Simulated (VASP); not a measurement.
A run of VASP 6.6.1 is set up as follows.

The input POSCAR:

```
Al3Pt2
1.0
    4.2125030889      0.0000000000      0.0000000000
   -2.1062515445      3.6481346885      0.0000000000
    0.0000000000      0.0000000000      5.1862297108
Al Pt
3 2
Direct
    0.0000000000      0.0000000000      0.0000000000
    0.3333333333      0.6666666667      0.6472149646
    0.6666666667      0.3333333333      0.3527850354
    0.3333333333      0.6666666667      0.1661505038
    0.6666666667      0.3333333333      0.8338494962
```

INCAR.step1

```
PREC = Accurate
ENCUT = 550
ISMEAR = 0
SIGMA = 0.1
LREAL = False
LASPH = True
NELM = 120
NBANDS = 22
GGA = PE
ALGO = Normal
EDIFF = 1E-5
LWAVE = True
LCHARG = False
GGA_COMPAT = False
```

Contents of INCAR.step2:

```
PREC = Accurate
ENCUT = 550
EDIFF = 1E-6
ISMEAR = 0
SIGMA = 0.1
LREAL = False
LASPH = True
NELM = 120
ALGO = Normal
ISIF = 2
LWAVE = False
LCHARG = False
METAGGA = R2SCAN
LMIXTAU = True
NBANDS = 22
ISTART = 1
GGA_COMPAT = False
```

KPOINTS

```
regular mesh
0
Gamma
  12 12 8
```

Potentials or basis: VASP PAW PBE potentials, release 64 (Al, Pt).

Command:

```sh
$ cat potpaw_PBE.64/Al/POTCAR potpaw_PBE.64/Pt/POTCAR > POTCAR
$ cp INCAR.step1 INCAR
$ mpirun -np 1 vasp_std > vasp.out
$ cp INCAR.step2 INCAR
$ mpirun -np 1 vasp_std > vasp.out
```

What does it give for the pressure?

-0.2 GPa.

What does it give for the band gap on the k mesh?

Zero (an odd number of electrons rules out a gap without spin polarisation).

Predict the largest force.

0.017 eV/Å.

Forces on the atoms (eV/Å):
```
Al   0.000  0.000  0.000
Al   0.000  0.000 -0.002
Al   0.000  0.000  0.002
Pt   0.000  0.000  0.017
Pt   0.000  0.000 -0.017
```

Caveat: the PAW data sets were made with another functional, which shifts forces and pressure a little; spin-orbit coupling is left out, which moves the levels of the heavy elements.
